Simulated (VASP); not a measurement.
# Rb (P6_3/mmc) in VASP: further runs, part 2 of 2

VASP 6.6.1. Earlier steps stand in the parts before.

## Step 3: Single point, PBE

INCAR

```
ALGO = Normal
EDIFF = 1E-7
ENCUT = 520
GGA = PE
ISIF = 2
ISMEAR = -1
LASPH = True
LCHARG = False
LREAL = False
LWAVE = False
NBANDS = 16
NELM = 60
PREC = Accurate
SIGMA = 0.08
```

KPOINTS

```
k-points
0
Gamma
  12 12 7
```

POSCAR

```
Rb
1.0
    3.7857735332      0.0000000000      0.0000000000
   -1.8928867666      3.2785760527      0.0000000000
    0.0000000000      0.0000000000      6.2549164499
Rb
2
Direct
    0.3333333333      0.6666666667      0.2500000000
    0.6666666667      0.3333333333      0.7500000000
```

Potentials or basis: VASP PAW PBE potentials, release 64 (Rb_sv).

Launch:

```console
> cat potpaw_PBE.64/Rb_sv/POTCAR > POTCAR
> mpirun -np 1 vasp_std > vasp.out
```

OUTCAR:

```text
EDIFF = 1E-7
   ENCUT = 520
   GGA = PE
   ISIF = 2
   ISMEAR = -1
   LASPH = True
   LREAL = False
   NELM = 60
   PREC = Accurate

 ion  position               nearest neighbor table
   1  0.333  0.667  0.250-   2 3.82   2 3.82   2 3.82   2 3.82   2 3.82   2 3.82   2 5.37   2 5.37
                             2 5.37   2 5.37   2 5.37   2 5.37
   2  0.667  0.333  0.750-   1 3.82   1 3.82   1 3.82   1 3.82   1 3.82   1 3.82   1 5.37   1 5.37
                             1 5.37   1 5.37   1 5.37   1 5.37

  LATTYP: Found a hexagonal cell.
 ALAT       =     3.7857735332
 C/A-ratio  =     1.6522162235

  Lattice vectors:

 A1 = (   3.7857735332,   0.0000000000,   0.0000000000)
 A2 = (  -1.8928867666,   3.2785760527,   0.0000000000)
 A3 = (   0.0000000000,   0.0000000000,   6.2549164499)

Analysis of symmetry for initial positions (statically):
=====================================================================
 Subroutine PRICEL returns:
 Original cell was already a primitive cell.

 Routine SETGRP: Setting up the symmetry group for a
 hexagonal supercell.

 Subroutine GETGRP returns: Found 24 space group operations
 (whereof 12 operations were pure point group operations)
 out of a pool of 24 trial point group operations.

The static configuration has the point symmetry D_3d.
 The point group associated with its full space group is D_6h.

Analysis of symmetry for dynamics (positions and initial velocities):
=====================================================================
 Subroutine PRICEL returns:
 Original cell was already a primitive cell.

 Routine SETGRP: Setting up the symmetry group for a
 hexagonal supercell.

 Subroutine GETGRP returns: Found 24 space group operations
 (whereof 12 operations were pure point group operations)
[... 117 lines left out ...]
   EFERMI =   0.00;   METHOD = LEGACY
   ISMEAR =    -1;   SIGMA  =   0.08  broadening in eV -4-tet -1-fermi 0-gaus
   EFERMI_NEDOS =   21; number of points for ismear=-14 and -15
   IALGO  =     38    algorithm
   IMIX   =      4    mixing-type and parameters
     AMIX     =   0.40;   BMIX     =  1.00
     AMIX_MAG =   1.60;   BMIX_MAG =  1.00
  volume/ion in A,a.u.               =      38.82       261.96
  Fermi-wavevector in a.u.,A,eV,Ry     =   1.005723  1.900542 13.762013  1.011479
  Thomas-Fermi vector in A             =   2.138421
   LORBIT       =      0    0 simple, 1 ext, 2 COOP (PROOUT), +10 PAW based schemes
   GGA     = PE    functional components
   LHFCALC =     F    Hartree Fock is set to
   AEXX    =    0.0000 exact exchange contribution
   IVDW    =     0    specifies the selected vdW correction
   LEPSILON=     F    determine dielectric tensor
   LRPA    =     F    only Hartree local field effects (RPA)
 non-spin polarized calculation
  energy-cutoff  :      520.00
  volume of cell :       77.64
 maximum number of plane-waves:      2107
   NGX = 15   NGY = 15   NGZ = 23

 number of electron      18.0000000 magnetization

 Free energy of the ion-electron system (eV)
  ---------------------------------------------------
  ext. energy  EPLUGINS =         0.00000000
  ---------------------------------------------------
  free energy    TOTEN  =        -0.09272363 eV

  energy without entropy =       -0.04974474  energy(sigma->0) =       -0.07123418

 E-fermi :   3.0435     XC(G=0):  -8.0438

 val. band max:        3.0248447880   @ k =   0.3333   0.1667   0.2857
 cond. band min:       3.0842221111   @ k =   0.3333   0.1667   0.4286
 fundamental gap:      0.0593773231
 Fermi energy:         3.0434526187

 k-point     1 :       0.0000    0.0000    0.0000
  band No.  band energies     occupation
      1     -26.1086      2.00000
      2     -25.9638      2.00000
      3     -10.8584      2.00000
      4      -9.7754      2.00000
      5      -9.7754      2.00000
      6      -9.6510      2.00000
[... 433 lines left out ...]
      3     -10.6153      2.00000
      4     -10.4410      2.00000
      5     -10.3338      2.00000
      6      -9.9742      2.00000
[... 8 lines left out ...]
     15       7.1556      0.00000
     16       9.0474      0.00000

 [... further k-points ...]

------------------------ aborting loop because EDIFF is reached ----------------------------------------

  FORCE on cell =-STRESS in cart. coord.  units (eV):
  Direction    XX          YY          ZZ          XY          YZ          ZX
  --------------------------------------------------------------------------------------
  -------------------------------------------------------------------------------------
  Total        4.8461695      4.8461695      4.8469206      0.0000000      0.0000000     -0.0000000
  in kB      100.0110010    100.0110010    100.0265020      0.0000000      0.0000000     -0.0000000
  external PRESSURE =     100.0161680 kB  Pullay stress =       0.0000000 kB

 VOLUME and BASIS-vectors are now :
 -----------------------------------------------------------------------------
  energy-cutoff  :      520.00
  volume of cell :       77.64
      direct lattice vectors                 reciprocal lattice vectors
     3.785773533  0.000000000  0.000000000     0.264146809  0.152505232  0.000000000
    -1.892886767  3.278576053  0.000000000     0.000000000  0.305010463  0.000000000
     0.000000000  0.000000000  6.254916450     0.000000000  0.000000000  0.159874238

 POSITION                                       TOTAL-FORCE (eV/Angst)
 -----------------------------------------------------------------------------------
     -0.00000      2.18572      1.56373        -0.000000      0.000000      0.000000
      1.89289      1.09286      4.69119         0.000000     -0.000000      0.000000
 -----------------------------------------------------------------------------------
    total drift:                               -0.000000      0.000000     -0.000000

  FREE ENERGIE OF THE ION-ELECTRON SYSTEM (eV)
  ---------------------------------------------------
  free  energy   TOTEN  =        -0.0927236257 eV

  energy  without entropy=       -0.0497447442  energy(sigma->0) =       -0.07123418
```

stdout:

```text
POSCAR found type information on POSCAR Rb
 POSCAR found :  1 types and       2 ions
 scaLAPACK will be used
 LDA part: xc-table for (Slater+PW92), standard interpolation
 POSCAR, INCAR and KPOINTS ok, starting setup
 FFT: planning ... GRIDC
 FFT: planning ... GRID_SOFT
 FFT: planning ... GRID
 WAVECAR not read
 entering main loop
```

Wall time 1.7 min (1 thread of Intel Xeon Platinum 8259CL at 2.50GHz (Skylake/Cascade Lake), shared host); peak memory 0.22 GiB.

What came out:

```yaml
Free_energy: -0.0927 eV
Pressure: 10.0 GPa
Band_gap_on_the_k_mesh: zero (band 9 reaches 4.00 eV, above the bottom of band 10 at 1.76 eV)
```

## Step 4: Single point, PBE

This run uses another cell than the first one: it holds 4 atoms, not 2.

INCAR

```
SYSTEM = Rb
PREC     = Accurate       ! precision mode
ENCUT    = 520            ! plane-wave cutoff, eV
EDIFF    = 1E-6           ! SCF threshold, eV
ISMEAR   = -1             ! smearing method
SIGMA    = 0.08           ! smearing width, eV
LREAL    = .FALSE.        ! projectors in reciprocal space
LASPH    = .TRUE.         ! aspherical terms in the spheres
NELM     = 60             ! most SCF steps
ALGO     = Normal         ! electronic algorithm
ISIF     = 2              ! what is computed and relaxed
LWAVE    = .FALSE.        ! write WAVECAR
LCHARG   = .FALSE.        ! write CHGCAR
GGA      = PE             ! functional
NBANDS   = 26             ! bands
```

KPOINTS

```
Automatic mesh
0
G
  7 7 5
  0 0 0
```

POSCAR

```
Rb
1.0
    4.8347709863      0.0000000000      0.0000000000
   -2.4173854931      4.1870344956      0.0000000000
    0.0000000000      0.0000000000      7.2282142318
Rb
4
Direct
    0.0000000000      0.0000000000      0.0000000000
    0.0000000000      0.0000000000      0.5000000000
    0.3333333333      0.6666666667      0.2500000000
    0.6666666667      0.3333333333      0.7500000000
```

Launch:

```console
> cat potpaw_PBE.64/Rb_sv/POTCAR > POTCAR
> mpirun -np 1 vasp_std > vasp.out
```

It took 2.1 min on 1 thread of AMD EPYC 7R43 (Zen 3), shared host; peak memory 0.25 GiB.

Results (log left out):

| Property | Result |
| --- | --- |
| Free energy | 0.9444 eV |
| Pressure | 10.1 GPa |
| Band gap on the k mesh | zero (band 18 reaches 3.38 eV, above the bottom of band 19 at 3.21 eV) |

Levels at points of the mesh, in eV from the Fermi level:
| k point | band 15 | band 16 | band 17 | band 18 | band 19 | band 20 | band 21 | band 22 |
| --- | --- | --- | --- | --- | --- | --- | --- | --- |
| (0.00, 0.00, 0.00) | -12.95 | -12.95 | -2.83 | 0.12 | 0.28 | 0.67 | 0.69 | 0.69 |

## Step 5: Single point, PBE

This run uses another cell than the first one: it holds 4 atoms, not 2.

INCAR

```
ALGO = Normal
EDIFF = 1E-6
ENCUT = 520
GGA = PE
ISIF = 2
ISMEAR = -1
LASPH = True
LCHARG = False
LREAL = False
LWAVE = False
NBANDS = 26
NELM = 100
PREC = Accurate
SIGMA = 0.08
```

KPOINTS

```
k-points
0
Gamma
  7 7 5
```

POSCAR is that of step 4.

Launch:

```console
> cat potpaw_PBE.64/Rb_sv/POTCAR > POTCAR
> mpirun -np 1 vasp_std > vasp.out
```

Run time: 2.2 min. Hardware: 1 thread of AMD EPYC 7R43 (Zen 3), shared host; peak memory 0.24 GiB.

It converged, with:

```yaml
Free_energy: 0.9444 eV
Pressure: 10.1 GPa
Band_gap_on_the_k_mesh: zero (band 18 reaches 3.38 eV, above the bottom of band 19 at 3.21 eV)
```

Levels at points of the mesh, in eV from the Fermi level:
```csv
k point,band 14,band 15,band 16,band 17,band 18,band 19,band 20,band 21,band 22,band 23
"(0.00, 0.00, 0.00)",-12.97,-12.95,-12.95,-2.83,0.12,0.28,0.67,0.69,0.69,1.21
```
